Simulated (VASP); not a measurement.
Runs of VASP 6.6.1 on MgO. The structure is that of space group P-6m2 (No. 187), or close to it. The cells are those of the table. 

```csv
cell,gap on the mesh (eV),pressure (GPa)
"a = 3.379, b = 3.379, c = 2.680 Å, angles 90.0, 90.0, 120.0°, 2 atoms",0.88,(b)
"a = 3.269, b = 3.269, c = 2.680 Å, angles 90.0, 90.0, 120.0°, 2 atoms",(a),-21.8
"a = 3.158, b = 3.158, c = 2.680 Å, angles 90.0, 90.0, 120.0°, 2 atoms",2.24,-18.7
"a = 3.048, b = 3.048, c = 2.680 Å, angles 90.0, 90.0, 120.0°, 2 atoms",2.98,(c)
"a = 2.607, b = 2.607, c = 2.680 Å, angles 90.0, 90.0, 120.0°, 2 atoms",4.56,43.1
```

Alike in all rows: task single point; level r2SCAN; potentials or basis VASP PAW PBE potentials, release 64 (Mg, O); no spin polarisation; k mesh 9 × 9 × 8; cutoff (eV) 520; smearing gaussian 0.05 eV.

Q: Estimate the missing entries.

A: (a) 1.54; (b) -23.5; (c) -13.7.

Caveats: the PAW data sets were made with another functional, which shifts forces and pressure a little.

A k mesh can miss the band edges.
